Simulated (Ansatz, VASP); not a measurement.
## Two plane-wave programs on SiNi

INCAR

```
SYSTEM = SiNi
PREC = Accurate ; ENCUT = 520
EDIFF = 1E-6 ; ISMEAR = -1
SIGMA = 0.1 ; LREAL = .False.
LASPH = .True. ; NELM = 60
ALGO = Normal ; ISIF = 2
LWAVE = .False. ; LCHARG = .False.
GGA = PE ; NBANDS = 14
```

The input KPOINTS:

```
Automatic mesh
0
Gamma
  14 14 14
  0 0 0
```

Contents of POSCAR:

```
SiNi
1.0
    0.0000000000      2.3703144354      2.3703144354
    2.3703144354      0.0000000000      2.3703144354
    2.3703144354      2.3703144354      0.0000000000
Ni Si
1 1
Direct
    0.0000000000      0.0000000000      0.0000000000
    0.5000000000      0.5000000000      0.5000000000
```

Input for Ansatz:

```yaml
crystal:
  lattice:
    - [0.0, 2.3703144354, 2.3703144354]
    - [2.3703144354, 0.0, 2.3703144354]
    - [2.3703144354, 2.3703144354, 0.0]
  atoms:
    - { symbol: Ni, position: [0.0, 0.0, 0.0] }
    - { symbol: Si, position: [0.5, 0.5, 0.5] }
kpoints:
  mp_grid: { grid: [14, 14, 14] }
scf:
  occupations: { method: fermi_dirac, width: 0.1 }
hamiltonian:
  xc: pbe
  pseudopotentials: { kind: paw }
output:
  forces: true
  stress: true
  eigenvalues: true
```

Change from the starting cell: volume scaled by 1, to set the pressure.

Alike in both runs: task single point; functional PBE; k mesh 14 × 14 × 14; occupations fermi-dirac, width 0.1 eV; no spin polarisation.

|  | VASP | Ansatz |
| --- | --- | --- |
| version | VASP 6.6.1 | Ansatz 0.2.0 |
| potentials or method | VASP PAW PBE potentials, release 64 (Ni, Si) | PAW with Ansatz's default frozen-core files, scalar-relativistic |
| plane-wave cutoff (eV) | 520 | 420 |
| valence electrons in the cell | 14 | 22 |

|  | VASP | Ansatz | Ansatz less VASP |
| --- | --- | --- | --- |
| pressure (GPa) | 0.1 | 0.1 | -0.01 |

VASP's potentials hold 14 valence electrons a cell and Ansatz's 22, so a difference there can come from the potentials and not from the codes.
